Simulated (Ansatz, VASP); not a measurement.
**HfO2: VASP beside Ansatz**

```xyz
3
Lattice="0.0316 2.5292 2.5292 2.5292 0.0316 2.5292 2.5608 2.5608 0.0000" Properties=species:S:1:pos:R:3 pbc="T T T"
Hf    0.0000    0.0000    0.0000
O     1.2804    1.2804    1.2556
O     3.8412    3.8412    3.8028
```

Change from the starting cell: shear_xy strain +2.5%.

Alike in both runs: task single point; functional PBE; k mesh 8 × 8 × 8; occupations fermi-dirac, width 0.02 eV; no spin polarisation.

|  | VASP | Ansatz |
| --- | --- | --- |
| version | VASP 6.6.1 | Ansatz 0.2.0 |
| potentials or method | VASP PAW PBE potentials, release 64 (Hf_pv, O) | plane waves, PAW |
| plane-wave cutoff (eV) | 520 | 420 |
| valence electrons in the cell | 22 | 38 |

```csv
,VASP,Ansatz,Ansatz less VASP
gap on the k mesh at the Fermi level (eV),3.82,3.80,-0.017
pressure (GPa),2.2,6.1,+3.84
"traceless stress, the component that is largest in VASP (GPa)",-1.76,-1.82,-0.056
rms of the force components (eV/Å),0.002,0.009,+0.0063
```

Atom by atom the forces differ by 0.006 eV/Å (rms over components). VASP's potentials hold 22 valence electrons a cell and Ansatz's 38, so a difference there can come from the potentials and not from the codes.

Spin-orbit coupling is off throughout.
